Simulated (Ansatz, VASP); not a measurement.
Two plane-wave programs on BeS

```xyz
2
Lattice="0.0000 2.3886 2.3523 2.3886 0.0000 2.3523 2.3886 2.3886 0.0000" Properties=species:S:1:pos:R:3 pbc="T T T"
Be    0.0000    0.0000    0.0000
S     3.5829    3.5829    3.5284
```

Change from the starting cell: strain -0.015 along x and y, -0.030 along z, atoms carried along.

Alike in both runs: task single point; functional PBE; k mesh 8 × 8 × 8; occupations gaussian, width 0.05 eV; no spin polarisation.

|  | VASP | Ansatz |
| --- | --- | --- |
| version | VASP 6.6.1 | Ansatz 0.2.0 |
| potentials or method | VASP PAW PBE potentials, release 64 (Be, S), cutoff 520 eV | scalar-relativistic, plane waves, PAW |
| valence electrons in the cell | 8 | 8 |

VASP gave:

```
gap on the k mesh at the Fermi level (eV)                     : 2.82
least direct gap on the mesh (eV)                             : 5.57
pressure (GPa)                                                : 8.2
traceless stress, the component that is largest in VASP (GPa) : 1.00
```

**Question.** Which values does Ansatz return?

**Answer.** gap on the k mesh at the Fermi level (eV): 2.82; least direct gap on the mesh (eV): 5.55; pressure (GPa): 8.2; traceless stress, the component that is largest in VASP (GPa): 1.00.

The functional is the same, so the differences come from potentials, cutoffs and numerics.
